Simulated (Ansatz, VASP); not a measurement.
Two plane-wave programs on PtSe

```
CELL_PARAMETERS angstrom
0.00000 3.03745 3.03745
3.03745 0.00000 3.03745
3.03745 3.03745 0.00000
ATOMIC_POSITIONS crystal
Pt 0.00000 0.00000 0.00000
Se 0.25000 0.25000 0.25000
```

Alike in both runs: functional r2SCAN; k mesh 8 × 8 × 8; occupations fermi-dirac, width 0.05 eV; no spin polarisation; Hubbard terms Pt d U = 5.0 eV.

```csv
,VASP,Ansatz
version,VASP 6.6.1,Ansatz 0.2.0
potentials or method,"VASP PAW PBE potentials, release 64 (Pt, Se)",Ansatz PAW
plane-wave cutoff (eV),520,500
valence electrons in the cell,16,34
task,single point,projected density of states
```

```tsv
	VASP	Ansatz	Ansatz less VASP
gap on the k mesh at the Fermi level (eV)	none	none	-
pressure (GPa)	-14.7	-13.0	+1.68
```

VASP's potentials were made for PBE, not for r2SCAN. The programs project onto different local orbitals, so the same U acts differently, and such runs can settle in different states. A gap of «none» marks a metal or a gap that the smearing closes. VASP's potentials hold 16 valence electrons a cell and Ansatz's 34, so a difference there can come from the potentials and not from the codes.

Spin-orbit coupling is off throughout.
